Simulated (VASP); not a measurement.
# TiNi (Pm-3m) in VASP: further runs, part 2 of 2

VASP 6.6.1.

### Step 3. Electric field gradients, r2SCAN (13.74 Å³/atom)

This run uses another cell than the first one, of 13.74 Å³/atom.

File POSCAR:

```
TiNi
1.0
    3.0176528673      0.0000000000      0.0000000000
    0.0000000000      3.0176528673      0.0000000000
    0.0000000000      0.0000000000      3.0176528673
Ti Ni
1 1
Direct
    0.5000000000      0.5000000000      0.5000000000
    0.0000000000      0.0000000000      0.0000000000
```

File INCAR.step1:

```
PREC = Accurate
ENCUT = 520
ISMEAR = -1
SIGMA = 0.05
LREAL = False
LASPH = True
NELM = 100
NBANDS = 18
GGA = PE
ALGO = Normal
EDIFF = 1E-4
LWAVE = True
LCHARG = False
```

File INCAR.step2:

```
PREC = Accurate
ENCUT = 520
EDIFF = 1E-8
ISMEAR = -1
SIGMA = 0.05
LREAL = False
LASPH = True
NELM = 100
ALGO = Normal
ISIF = 2
LWAVE = False
LCHARG = False
METAGGA = R2SCAN
LMIXTAU = True
LEFG = True
NBANDS = 18
ISTART = 1
```

File KPOINTS:

```
Automatic mesh
0
Gamma
  14 14 14
```

Potentials or basis: VASP PAW PBE potentials, release 64 (Ti_sv, Ni).

Run with:

```console
$ cat potpaw_PBE.64/Ti_sv/POTCAR potpaw_PBE.64/Ni/POTCAR > POTCAR
$ cp INCAR.step1 INCAR
$ mpirun -np 1 vasp_std > vasp.out
$ cp INCAR.step2 INCAR
$ mpirun -np 1 vasp_std > vasp.out
```

OUTCAR:

```text
PREC = Accurate
   ENCUT = 520
   EDIFF = 1E-8
   ISMEAR = -1
   LREAL = False
   LASPH = True
   NELM = 100
   ISIF = 2
   METAGGA = R2SCAN
   ISTART = 1

 ion  position               nearest neighbor table
   1  0.500  0.500  0.500-   2 2.61   2 2.61   2 2.61   2 2.61   2 2.61   2 2.61   2 2.61   2 2.61

   2  0.000  0.000  0.000-   1 2.61   1 2.61   1 2.61   1 2.61   1 2.61   1 2.61   1 2.61   1 2.61

  LATTYP: Found a simple cubic cell.
 ALAT       =     3.0176528673

  Lattice vectors:

 A1 = (   3.0176528673,   0.0000000000,   0.0000000000)
 A2 = (   0.0000000000,   3.0176528673,   0.0000000000)
 A3 = (   0.0000000000,   0.0000000000,   3.0176528673)

Analysis of symmetry for initial positions (statically):
=====================================================================
 Subroutine PRICEL returns:
 Original cell was already a primitive cell.

 Routine SETGRP: Setting up the symmetry group for a
 simple cubic supercell.

 Subroutine GETGRP returns: Found 48 space group operations
 (whereof 48 operations were pure point group operations)
 out of a pool of 48 trial point group operations.

The static configuration has the point symmetry O_h .

Analysis of symmetry for dynamics (positions and initial velocities):
=====================================================================
 Subroutine PRICEL returns:
 Original cell was already a primitive cell.

 Routine SETGRP: Setting up the symmetry group for a
 simple cubic supercell.

 Subroutine GETGRP returns: Found 48 space group operations
 (whereof 48 operations were pure point group operations)
 out of a pool of 48 trial point group operations.

The dynamic configuration has the point symmetry O_h .

 Subroutine INISYM returns: Found 48 space group operations
 (whereof 48 operations are pure point group operations),
 and found     1 'primitive' translations

----------------------------------------------------------------------------------------

                                     Primitive cell

  volume of cell :      27.4794

  direct lattice vectors                    reciprocal lattice vectors
     3.017652867  0.000000000  0.000000000     0.331383378  0.000000000  0.000000000
     0.000000000  3.017652867  0.000000000     0.000000000  0.331383378  0.000000000
     0.000000000  0.000000000  3.017652867     0.000000000  0.000000000  0.331383378

  length of vectors
     3.017652867  3.017652867  3.017652867     0.331383378  0.331383378  0.331383378

  position of ions in fractional coordinates (direct lattice)
     0.500000000  0.500000000  0.500000000
     0.000000000  0.000000000  0.000000000

  ion indices of the primitive-cell ions
   primitive index   ion index
                 1           1
                 2           2

----------------------------------------------------------------------------------------

 KPOINTS: Automatic mesh

Automatic generation of k-mesh.
 Grid dimensions read from file:
 generate k-points for:   14   14   14

[... 70 lines left out ...]
   ISYM   =      2    0-nonsym 1-usesym 2-fastsym
   POTIM  = 0.5000    time-step for ionic-motion
   TEBEG  =    0.0;   TEEND  =   0.0 temperature during run
   PSTRESS=    0.0 pullay stress
   NELECT =      22.0000    total number of electrons
   NUPDOWN=      -1.0000    fix difference up-down
   EMIN   =  10.00;   EMAX   =-10.00  energy-range for DOS
   EFERMI =   0.00;   METHOD = LEGACY
   ISMEAR =    -1;   SIGMA  =   0.05  broadening in eV -4-tet -1-fermi 0-gaus
   EFERMI_NEDOS =   21; number of points for ismear=-14 and -15
   IALGO  =     38    algorithm
   IMIX   =      4    mixing-type and parameters
     AMIX     =   0.40;   BMIX     =  1.00
     AMIX_MAG =   1.60;   BMIX_MAG =  1.00
  volume/ion in A,a.u.               =      13.74        92.72
  Fermi-wavevector in a.u.,A,eV,Ry     =   1.520127  2.872623 31.440140  2.310785
  Thomas-Fermi vector in A             =   2.629019
   LORBIT       =      0    0 simple, 1 ext, 2 COOP (PROOUT), +10 PAW based schemes
   METAGGA = R2SCAN    functional components
   LHFCALC =     F    Hartree Fock is set to
   AEXX    =    0.0000 exact exchange contribution
   IVDW    =     0    specifies the selected vdW correction
   LEPSILON=     F    determine dielectric tensor
   LRPA    =     F    only Hartree local field effects (RPA)
 non-spin polarized calculation
  energy-cutoff  :      520.00
  volume of cell :       27.48
 maximum number of plane-waves:       756
 NGX is ok and might be reduce to    24
   NGX = 11   NGY = 11   NGZ = 11

 number of electron      21.9999994 magnetization

 Free energy of the ion-electron system (eV)
  ---------------------------------------------------
  ext. energy  EPLUGINS =         0.00000000
  ---------------------------------------------------
  free energy    TOTEN  =       -25.57403912 eV

  energy without entropy =      -25.55311652  energy(sigma->0) =      -25.56357782

 E-fermi :   9.2163     XC(G=0): -13.3843

 val. band max:        9.2031935642   @ k =   0.3571   0.0000   0.0000
 cond. band min:       9.2498258276   @ k =   0.5000   0.5000   0.0714
 fundamental gap:      0.0466322634
 Fermi energy:         9.2163419090

 k-point     1 :       0.0000    0.0000    0.0000
  band No.  band energies     occupation
      1     -50.4546      2.00000
      2     -25.5083      2.00000
      3     -25.5083      2.00000
      4     -25.5083      2.00000
      5       1.0804      2.00000
      6       5.3204      2.00000
[... 481 lines left out ...]
      5       3.9207      2.00000
      6       5.7645      2.00000
[... 10 lines left out ...]
     17      18.4675      0.00000
     18      22.7546      0.00000

 [... further k-points ...]

------------------------ aborting loop because EDIFF is reached ----------------------------------------

  FORCE on cell =-STRESS in cart. coord.  units (eV):
  Direction    XX          YY          ZZ          XY          YZ          ZX
  --------------------------------------------------------------------------------------
  -------------------------------------------------------------------------------------
  Total       -0.7274117     -0.7274117     -0.7274117      0.0000000     -0.0000000     -0.0000000
  in kB      -42.4114423    -42.4114423    -42.4114423      0.0000000     -0.0000000     -0.0000000
  external PRESSURE =     -42.4114423 kB  Pullay stress =       0.0000000 kB

 VOLUME and BASIS-vectors are now :
 -----------------------------------------------------------------------------
  energy-cutoff  :      520.00
  volume of cell :       27.48
      direct lattice vectors                 reciprocal lattice vectors
     3.017652867  0.000000000  0.000000000     0.331383378  0.000000000  0.000000000
     0.000000000  3.017652867  0.000000000     0.000000000  0.331383378  0.000000000
     0.000000000  0.000000000  3.017652867     0.000000000  0.000000000  0.331383378

 POSITION                                       TOTAL-FORCE (eV/Angst)
 -----------------------------------------------------------------------------------
      1.50883      1.50883      1.50883         0.000000      0.000000      0.000000
      0.00000      0.00000      0.00000         0.000000      0.000000      0.000000
 -----------------------------------------------------------------------------------
    total drift:                                0.000000      0.000000     -0.000000

  FREE ENERGIE OF THE ION-ELECTRON SYSTEM (eV)
  ---------------------------------------------------
  free  energy   TOTEN  =       -25.5740391178 eV

  energy  without entropy=      -25.5531165163  energy(sigma->0) =      -25.56357782

 Electric field gradients (V/A^2)
---------------------------------------------------------------------
 ion       V_xx      V_yy      V_zz      V_xy      V_xz      V_yz
---------------------------------------------------------------------
   1      -0.000    -0.000    -0.000     0.000     0.000     0.000
   2      -0.000    -0.000    -0.000    -0.000    -0.000     0.000
---------------------------------------------------------------------

 Electric field gradients after diagonalization (V/A^2)
 (convention: |V_zz| > |V_xx| > |V_yy|)
----------------------------------------------------------------------
 ion       V_xx      V_yy      V_zz     asymmetry (V_yy - V_xx)/ V_zz
----------------------------------------------------------------------
   1      -0.000    -0.000    -0.000      -0.046
   2      -0.000    -0.000    -0.000      -0.060
----------------------------------------------------------------------

           NMR quadrupolar parameters

 Cq : quadrupolar parameter    Cq=e*Q*V_zz/h
 eta: asymmetry parameters     (V_yy - V_xx)/ V_zz
 Q  : nuclear electric quadrupole moment in mb (millibarn)
----------------------------------------------------------------------
 ion       Cq(MHz)       eta       Q (mb)
----------------------------------------------------------------------
   1      -0.000      -0.046       1.000
   2      -0.000      -0.060       1.000
----------------------------------------------------------------------
```

OUTCAR.step1:

```text
PREC = Accurate
   ENCUT = 520
   ISMEAR = -1
   LREAL = False
   LASPH = True
[... 726 lines left out ...]
      1.50883      1.50883      1.50883         0.000000      0.000000      0.000000
      0.00000      0.00000      0.00000         0.000000      0.000000      0.000000
 -----------------------------------------------------------------------------------
    total drift:                                0.000000      0.000000     -0.000000

  FREE ENERGIE OF THE ION-ELECTRON SYSTEM (eV)
  ---------------------------------------------------
  free  energy   TOTEN  =       -14.0301666866 eV

  energy  without entropy=      -14.0063204328  energy(sigma->0) =      -14.01824356
```

Wall time 3.1 min (1 thread of Intel Xeon Platinum 8259CL at 2.50GHz (Skylake/Cascade Lake), shared host); peak memory 0.19 GiB.

What came out:

```yaml
Free_energy: -25.5740 eV
Pressure: -4.2 GPa
Band_gap_on_the_k_mesh: zero (bands 11 and 12 overlap by 1.78 eV)
Largest_electric_field_gradient_by_atom: under 0.05 V/Å² on every atom
```

Levels at points of the mesh, in eV from the Fermi level:
```csv
k point,band 9,band 10,band 11,band 12,band 13,band 14
"(0.00, 0.00, 0.00)",-2.00,-2.00,0.52,0.52,2.60,2.60
"(0.50, 0.00, 0.00)",-2.12,-1.71,-0.64,-0.63,0.67,0.67
"(0.50, 0.50, 0.00)",-1.29,-0.74,0.30,0.30,0.98,2.29
"(0.50, 0.50, 0.50)",-2.21,-2.21,-1.26,-1.26,3.21,3.21
```

Caveat: the cell stands under tension; the PAW data sets were made with another functional, which shifts forces and pressure a little. Spin polarisation is off, so any magnetic state and its effect on volume and gap are missing.

### Step 4. Electric field gradients, r2SCAN (14.14 Å³/atom)

This run uses another cell than the first one, of 14.14 Å³/atom.

File POSCAR:

```
TiNi
1.0
    3.0466705404      0.0000000000      0.0000000000
    0.0000000000      3.0466705404      0.0000000000
    0.0000000000      0.0000000000      3.0466705404
Ti Ni
1 1
Direct
    0.5000000000      0.5000000000      0.5000000000
    0.0000000000      0.0000000000      0.0000000000
```

File INCAR.step1:

```
ALGO = Normal ; EDIFF = 1E-4
ENCUT = 520 ; GGA = PE
ISMEAR = -1 ; LASPH = True
LCHARG = False ; LREAL = False
LWAVE = True ; NBANDS = 18
NELM = 60 ; PREC = Accurate
SIGMA = 0.05
```

File INCAR.step2:

```
ALGO = Normal ; EDIFF = 1E-8
ENCUT = 520 ; ISIF = 2
ISMEAR = -1 ; ISTART = 1
LASPH = True ; LCHARG = False
LEFG = True ; LMIXTAU = True
LREAL = False ; LWAVE = False
METAGGA = R2SCAN ; NBANDS = 18
NELM = 60 ; PREC = Accurate
SIGMA = 0.05
```

File KPOINTS:

```
k-points
0
Gamma
  14 14 14
```

Potentials or basis: VASP PAW PBE potentials, release 64 (Ti_sv, Ni).

Run with:

```console
$ cat potpaw_PBE.64/Ti_sv/POTCAR potpaw_PBE.64/Ni/POTCAR > POTCAR
$ cp INCAR.step1 INCAR
$ mpirun -np 1 vasp_std > vasp.out
$ cp INCAR.step2 INCAR
$ mpirun -np 1 vasp_std > vasp.out
```

OUTCAR:

```text
EDIFF = 1E-8
   ENCUT = 520
   ISIF = 2
   ISMEAR = -1
   ISTART = 1
   LASPH = True
   LREAL = False
   METAGGA = R2SCAN
   NELM = 60
   PREC = Accurate

 ion  position               nearest neighbor table
   1  0.500  0.500  0.500-   2 2.64   2 2.64   2 2.64   2 2.64   2 2.64   2 2.64   2 2.64   2 2.64

   2  0.000  0.000  0.000-   1 2.64   1 2.64   1 2.64   1 2.64   1 2.64   1 2.64   1 2.64   1 2.64

  LATTYP: Found a simple cubic cell.
 ALAT       =     3.0466705404

  Lattice vectors:

 A1 = (   3.0466705404,   0.0000000000,   0.0000000000)
 A2 = (   0.0000000000,   3.0466705404,   0.0000000000)
 A3 = (   0.0000000000,   0.0000000000,   3.0466705404)

Analysis of symmetry for initial positions (statically):
=====================================================================
 Subroutine PRICEL returns:
 Original cell was already a primitive cell.

 Routine SETGRP: Setting up the symmetry group for a
 simple cubic supercell.

 Subroutine GETGRP returns: Found 48 space group operations
 (whereof 48 operations were pure point group operations)
 out of a pool of 48 trial point group operations.

The static configuration has the point symmetry O_h .

Analysis of symmetry for dynamics (positions and initial velocities):
=====================================================================
 Subroutine PRICEL returns:
 Original cell was already a primitive cell.

 Routine SETGRP: Setting up the symmetry group for a
 simple cubic supercell.

 Subroutine GETGRP returns: Found 48 space group operations
 (whereof 48 operations were pure point group operations)
 out of a pool of 48 trial point group operations.

The dynamic configuration has the point symmetry O_h .
[... 157 lines left out ...]
      2     -25.9299      2.00000
      3     -25.9299      2.00000
      4     -25.9299      2.00000
      5       0.8548      2.00000
      6       5.1170      2.00000
[... 481 lines left out ...]
      5       3.6508      2.00000
      6       5.5232      2.00000
[... 10 lines left out ...]
     17      17.8468      0.00000
     18      22.1144      0.00000

 [... further k-points ...]

------------------------ aborting loop because EDIFF is reached ----------------------------------------

  FORCE on cell =-STRESS in cart. coord.  units (eV):
  Direction    XX          YY          ZZ          XY          YZ          ZX
  --------------------------------------------------------------------------------------
  -------------------------------------------------------------------------------------
  Total       -1.4855941     -1.4855941     -1.4855941      0.0000000      0.0000000     -0.0000000
  in kB      -84.1655335    -84.1655335    -84.1655335      0.0000000      0.0000000     -0.0000000
  external PRESSURE =     -84.1655335 kB  Pullay stress =       0.0000000 kB

 VOLUME and BASIS-vectors are now :
 -----------------------------------------------------------------------------
  energy-cutoff  :      520.00
  volume of cell :       28.28
      direct lattice vectors                 reciprocal lattice vectors
     3.046670540  0.000000000  0.000000000     0.328227154  0.000000000  0.000000000
     0.000000000  3.046670540  0.000000000     0.000000000  0.328227154  0.000000000
     0.000000000  0.000000000  3.046670540     0.000000000  0.000000000  0.328227154

 POSITION                                       TOTAL-FORCE (eV/Angst)
 -----------------------------------------------------------------------------------
      1.52334      1.52334      1.52334         0.000000      0.000000      0.000000
      0.00000      0.00000      0.00000         0.000000      0.000000      0.000000
 -----------------------------------------------------------------------------------
    total drift:                                0.000000      0.000000     -0.000000

  FREE ENERGIE OF THE ION-ELECTRON SYSTEM (eV)
  ---------------------------------------------------
  free  energy   TOTEN  =       -25.5424532217 eV

  energy  without entropy=      -25.5213093081  energy(sigma->0) =      -25.53188126

 Electric field gradients (V/A^2)
---------------------------------------------------------------------
 ion       V_xx      V_yy      V_zz      V_xy      V_xz      V_yz
---------------------------------------------------------------------
   1      -0.000     0.000     0.000     0.000     0.000    -0.000
   2       0.000     0.000     0.000    -0.000     0.000     0.000
---------------------------------------------------------------------

 Electric field gradients after diagonalization (V/A^2)
 (convention: |V_zz| > |V_xx| > |V_yy|)
----------------------------------------------------------------------
 ion       V_xx      V_yy      V_zz     asymmetry (V_yy - V_xx)/ V_zz
----------------------------------------------------------------------
   1      -0.000     0.000     0.000       1.620
   2       0.000     0.000     0.000      -0.094
----------------------------------------------------------------------

           NMR quadrupolar parameters

 Cq : quadrupolar parameter    Cq=e*Q*V_zz/h
 eta: asymmetry parameters     (V_yy - V_xx)/ V_zz
 Q  : nuclear electric quadrupole moment in mb (millibarn)
----------------------------------------------------------------------
 ion       Cq(MHz)       eta       Q (mb)
----------------------------------------------------------------------
   1       0.000       1.620       1.000
   2       0.000      -0.094       1.000
----------------------------------------------------------------------
```

Wall time 3.1 min (1 thread of Intel Xeon Platinum 8259CL at 2.50GHz (Skylake/Cascade Lake), shared host); peak memory 0.19 GiB.

Results:

```
Free energy                             : -25.5425 eV
Pressure                                : -8.4 GPa
Band gap on the k mesh                  : zero (bands 11 and 12 overlap by 1.72 eV)
Largest electric field gradient by atom : under 0.05 V/Å² on every atom
```

Caveat: the cell stands under tension; the PAW data sets were made with another functional, which shifts forces and pressure a little. Spin polarisation is off, so any magnetic state and its effect on volume and gap are missing.

### Step 5. The runs side by side

```tsv
cell	gap on the mesh (eV)	pressure (GPa)
a = 2.988 Å, 2 atoms	none	0.6
a = 3.018 Å, 2 atoms	none	-4.2
a = 3.047 Å, 2 atoms	none	-8.4
```

Alike in all rows: task electric field gradients; level r2SCAN; potentials or basis VASP PAW PBE potentials, release 64 (Ti_sv, Ni); no spin polarisation; k mesh 14 × 14 × 14; cutoff (eV) 520; smearing fermi-dirac 0.05 eV.

Caveats: the PAW data sets were made with another functional, which shifts forces and pressure a little; the cell stands under tension (at least some runs).

Absolute energies hang on the potentials; compare differences alone.

The gap in the log of VASP goes by the Fermi energy; the results here count the filled bands.